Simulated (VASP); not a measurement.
A run of VASP 6.6.1 is set up as follows.

The input INCAR:

```
  PREC = Accurate
  ENCUT = 600
  EDIFF = 1E-6
  ISMEAR = 0
  SIGMA = 0.01
  LREAL = False
  LASPH = True
  NELM = 80
  ALGO = Normal
  ISIF = 3
  LWAVE = False
  LCHARG = False
  IBRION = 2
  NSW = 100
  EDIFFG = -0.002
  PSTRESS = 20.0
```

Contents of KPOINTS:

```
regular mesh
0
Gamma
  8 8 4
```

POSCAR

```
ZnO
1.0
    3.1871458518      0.0000000000      0.0000000000
   -1.5935729259      2.7601492732      0.0000000000
    0.0000000000      0.0000000000      5.1524051692
Zn O
2 2
Direct
    0.3333333333      0.6666666667      0.5002826654
    0.6666666667      0.3333333333      0.0002826654
    0.6666666667      0.3333333333      0.3787273346
    0.3333333333      0.6666666667      0.8787273346
```

Potentials or basis: VASP PAW LDA potentials, release 64 (Zn, O).

Launch:

```bash
$ cat potpaw_LDA.64/Zn/POTCAR potpaw_LDA.64/O/POTCAR > POTCAR
$ mpirun -np 1 vasp_std > vasp.out
```

Estimate the space group after relaxing (to 0.05 Å).

P6_3mc (No. 186).

Estimate the band gap on the k mesh.

0.82 eV, direct.

Predict the relaxed cell.

a = 3.182 Å, b = 3.182 Å, c = 5.144 Å, α = 90.00°, β = 90.00°, γ = 120.00°.

Estimate the relaxed volume.

11.27 Å³/atom.

Step by step:
| step | energy change (eV) | largest force (eV/Å) | pressure (GPa) | volume (Å³) |
| --- | --- | --- | --- | --- |
| 1 | 0.0000 | 0.0016 | 0.98 | 45.33 |
| 2 | 0.0057 | 0.0013 | 2.73 | 44.86 |
| 3 | 0.0022 | 0.0014 | 2.04 | 45.09 |
| 4 | 0.0021 | 0.0014 | 1.92 | 45.10 |
| 5 | 0.0021 | 0.0013 | 1.98 | 45.10 |

Caveat: the cell is relaxed towards a set pressure, so the enthalpy falls and the energy may rise. Zero-point motion and thermal expansion aren't in these numbers.
